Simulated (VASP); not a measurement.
Input of a VASP 6.6.1 run:

The input INCAR:

```
PREC     = Accurate       # precision mode
ENCUT    = 520            # plane-wave cutoff, eV
EDIFF    = 1E-6           # SCF threshold, eV
ISMEAR   = -1             # smearing method
SIGMA    = 0.05           # smearing width, eV
LREAL    = F              # projectors in reciprocal space
LASPH    = T              # aspherical terms in the spheres
NELM     = 80             # most SCF steps
ALGO     = Normal         # electronic algorithm
ISIF     = 2              # what is computed and relaxed
LWAVE    = F              # write WAVECAR
LCHARG   = F              # write CHGCAR
GGA      = B5             # functional
ALDAX    = 1.0          
AGGAX    = 1.0          
AGGAC    = 1.0          
ALDAC    = 0.0          
IVDW     = 13             # dispersion correction
VDW_S6   = 1.0          
VDW_S8   = 2.34076671   
VDW_A1   = 0.44488865   
VDW_A2   = 4.0933009    
NBANDS   = 60             # bands
```

Contents of KPOINTS:

```
Automatic mesh
0
Gamma
  8 8 4
```

POSCAR

```
TiO2
1.0
    6.1186096849     -1.8638209329     -0.0150844981
    6.1186096849      1.8638209329     -0.0150844981
   -1.9328828931      0.0000000000      6.3592441207
Ti O
4 8
Direct
    0.8999284900      0.8999284900      0.2883096929
    0.1922586736      0.1922586736      0.2789208768
    0.1000715100      0.1000715100      0.7116903071
    0.8077413264      0.8077413264      0.7210791232
    0.3612531005      0.3612531005      0.2923984210
    0.2656921252      0.2656921252      0.6571577109
    0.8694205559      0.8694205559      0.9974869268
    0.7343078748      0.7343078748      0.3428422891
    0.9415416906      0.9415416906      0.6292377445
    0.1305794441      0.1305794441      0.0025130732
    0.6387468995      0.6387468995      0.7076015790
    0.0584583094      0.0584583094      0.3707622555
```

Potentials or basis: VASP PAW PBE potentials, release 64 (Ti_sv, O).

Command:

```console
$ cat potpaw_PBE.64/Ti_sv/POTCAR potpaw_PBE.64/O/POTCAR > POTCAR
$ mpirun -np 1 vasp_std > vasp.out
```

Q: Predict the largest force.

A: 0.163 eV/Å.

Q: What does it give for the dispersion energy per atom?

A: -0.335 eV.

Q: Predict the pressure.

A: 1.1 GPa.

Forces in eV/Å, atoms in the order of the input:
```
Ti  -0.068  0.000  0.065
Ti   0.033  0.000  0.160
Ti   0.068  0.000 -0.065
Ti  -0.033  0.000 -0.160
O    0.003  0.000 -0.001
O   -0.006  0.000 -0.024
O    0.034  0.000  0.092
O    0.006  0.000  0.024
O   -0.046  0.000 -0.036
O   -0.034  0.000 -0.092
O   -0.003  0.000  0.001
O    0.046  0.000  0.036
```

Caveat: the PAW data sets were made with another functional, which shifts forces and pressure a little.
